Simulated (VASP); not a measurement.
# K: single point with r2SCAN

K:

```
K
1.0
     4.31044    0.00000    0.00000
     0.00000    4.31044    0.00000
     0.00000    0.00000    4.31044
K
1
Direct
  0.00000 0.00000 0.00000
```

| Item | Value |
| --- | --- |
| Program | VASP 6.6.1 |
| Task | single point |
| Functional | r2SCAN |
| Potentials or basis | VASP PAW PBE potentials, release 64 (K_sv) |
| Cutoff | 520 eV |
| k mesh | 7 × 7 × 7 |
| Occupations | methfessel-paxton, width 0.2 eV |
| Spin | no spin polarisation |

| Item | Value |
| --- | --- |
| Pressure | 0.0 GPa |

Levels at points of the mesh, in eV from the Fermi level:
```
           k point  band 2  band 3  band 4  band 5  band 6  band 7  band 8  band 9
(0.00, 0.00, 0.00)  -16.57  -16.57  -16.57   -2.17    3.23    3.23    6.67    6.67
```

It took 120 s on 1 thread of AMD EPYC 7R13 (shared host), peak memory 0.15 GiB.

Caveat: the PAW data sets were made with another functional, which shifts forces and pressure a little.
